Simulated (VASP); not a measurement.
Ge2N, 3 atoms in the cell. The structure is trigonal, space group R3m (No. 160). The conventional cell has a = 2.997 Å, b = 2.997 Å, c = 18.922 Å, α = 90.00°, β = 90.00°, γ = 120.00°. Ge (site symmetry 3m) has 3 N at 1.90 Å within 2.5 Å. Within 3.9 Å of Ge (site symmetry 3m) lie 10 Ge at 3.00 to 3.74 Å and 6 N at 3.42 to 3.77 Å. N (site symmetry 3m) has 3 Ge at 1.90 Å within 2.5 Å. 

```yaml
Program: VASP 6.6.1
Task: single point
Functional: PBE
Potentials_or_basis: VASP PAW PBE potentials, release 64 (Ge_d, N)
Cutoff: 520 eV
k_mesh: 6 × 6 × 6
Occupations: gaussian, width 0.1 eV
Spin: no spin polarisation
Dipole_correction: no
Further_INCAR_settings: ALGO = Normal; EDIFF = 1e-06; NBANDS = 24
```

Potentials or basis: VASP PAW PBE potentials, release 64 (Ge_d, N).

Run with:

```bash
$ cat potpaw_PBE.64/Ge_d/POTCAR potpaw_PBE.64/N/POTCAR > POTCAR
$ mpirun -np 1 vasp_std > vasp.out
```

Hardware: 1 thread of Intel Xeon 8259CL, with other jobs on the host.

Question: Estimate the wall time of this run.

Answer: It took 4.5 min on 1 thread of Intel Xeon 8259CL (shared host), peak memory 0.34 GiB. Counts: scf iterations 13, k points 32.
